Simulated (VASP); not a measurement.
**GaSb (de600): relaxation of cell and atoms with LDA**

GaSb (de600):

```
Ga Sb
1.0
     0.00000    3.02444    3.02444
     3.02444    0.00000    3.02444
     3.02444    3.02444    0.00000
Ga Sb
1 1
Direct
  0.00000 0.00000 0.00000
  0.25000 0.25000 0.25000
```

- Program: VASP 6.6.1
- Task: relaxation of cell and atoms
- Functional: LDA
- Potentials or basis: VASP PAW LDA potentials, release 64 (Ga_d, Sb)
- Cutoff: 500 eV
- k mesh: 8 × 8 × 8
- Occupations: gaussian, width 0.01 eV
- Spin: no spin polarisation
- Dipole correction: no
- Further INCAR settings: ALGO = Normal; EDIFF = 1e-07; IBRION = 2; EDIFFG = -0.002; NSW = 100; ISIF = 3

```yaml
Relaxed_volume: 27.75 Å³/atom
Relaxed_cell: a = 4.281 Å, b = 4.281 Å, c = 4.281 Å, α = 60.00°, β = 60.00°, γ = 60.00°
Space_group_after_relaxing_to_0.05_Å: F-43m (No. 216)
Energy_gained_by_relaxing: 0.0 meV/atom
Ionic_steps: 3
Pressure_after_relaxing: 0.0 GPa
Band_gap_on_the_k_mesh: 0.10 eV, direct
```

Final structure:
```
Ga Sb
1.0
     0.00000    3.02745    3.02745
     3.02745    0.00000    3.02745
     3.02745    3.02745    0.00000
Ga Sb
1 1
Direct
  0.00000 0.00000 0.00000
  0.25000 0.25000 0.25000
```

Levels at points of the mesh, in eV from the valence-band top:
```
           k point  band 6  band 7  band 8  band 9  band 10  band 11  band 12  band 13
(0.00, 0.00, 0.00)  -11.74    0.00    0.00    0.00     0.10     2.74     2.74     2.74
(0.50, 0.00, 0.00)  -10.04   -6.56   -1.21   -1.21     0.36     3.71     3.71     6.29
(0.50, 0.50, 0.00)   -9.16   -7.00   -2.69   -2.69     0.80     1.10     8.78     8.78
```

Run time: 36 s on 1 thread of Intel Xeon 8259CL, with other jobs on the host, peak memory 0.17 GiB.

Caveat: spin-orbit coupling is left out, which moves the levels of the heavy elements. A k mesh can miss the band edges.
